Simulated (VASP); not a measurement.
Write the native input for VASP 6.6.1 that does the following.

```
Task                   : single point
Functional             : PBE
Potentials or basis    : VASP PAW PBE potentials, release 64 (Cs_sv, Mn_pv)
Cutoff                 : 520 eV
k mesh                 : 6 × 6 × 2
Occupations            : gaussian, width 0.1 eV
Spin                   : collinear spin, antiferromagnetic start
Starting moments       : [0.0, -4.0, 4.0] μB
Dipole correction      : no
Further INCAR settings : ALGO = Normal; EDIFF = 1e-06; NBANDS = 28
```

The structure of CsMn2 lies in POSCAR:

```
CsMn2
1.0
    4.3054402700      0.0000000000      0.0000000000
   -2.1527201300      3.7286206500      0.0000000000
    0.0000000000      0.0000000000      9.2249503300
Cs Mn
1 2
Direct
    0.0000000000      0.0000000000      0.5000000000
    0.3333333300      0.6666666700      0.8716528500
    0.6666666700      0.3333333300      0.1283471500
```

The cell was generated, and may not be a known phase.

The input as run:

INCAR

```
SYSTEM = CsMn2
  PREC = Accurate
  ENCUT = 520
  EDIFF = 1E-6
  ISMEAR = 0
  SIGMA = 0.1
  LREAL = .False.
  LASPH = .True.
  NELM = 150
  ALGO = Normal
  ISIF = 2
  LWAVE = .False.
  LCHARG = .True.
  ISPIN = 2
  MAGMOM = 0 -4 4
  LORBIT = 11
  LMAXMIX = 4
  GGA = PE
  LELF = .True.
  LVHAR = .True.
  NBANDS = 28
```

KPOINTS

```
regular mesh
0
Gamma
  6 6 2
  0 0 0
```

Potentials or basis: VASP PAW PBE potentials, release 64 (Cs_sv, Mn_pv).

Command:

```console
$ cat potpaw_PBE.64/Cs_sv/POTCAR potpaw_PBE.64/Mn_pv/POTCAR > POTCAR
$ mpirun -np 1 vasp_std > vasp.out
```

Results of the run:

```
Pressure                                              : -2.9 GPa
Largest force                                         : 0.761 eV/Å
Net moment                                            : 0.00 μB per cell
Site moments                                          : Cs +0.00; Mn -4.42, +4.42 μB
Valence electrons inside the program's atomic spheres : Cs 6.56; Mn 11.20
```

Caveat: the antiferromagnetic order is the one typed at the start, and another may lie lower.

Run time: 65 s on 1 thread of Intel(R) Xeon(R) 6975P-C (Granite Rapids), on a shared host, peak memory 0.34 GiB.
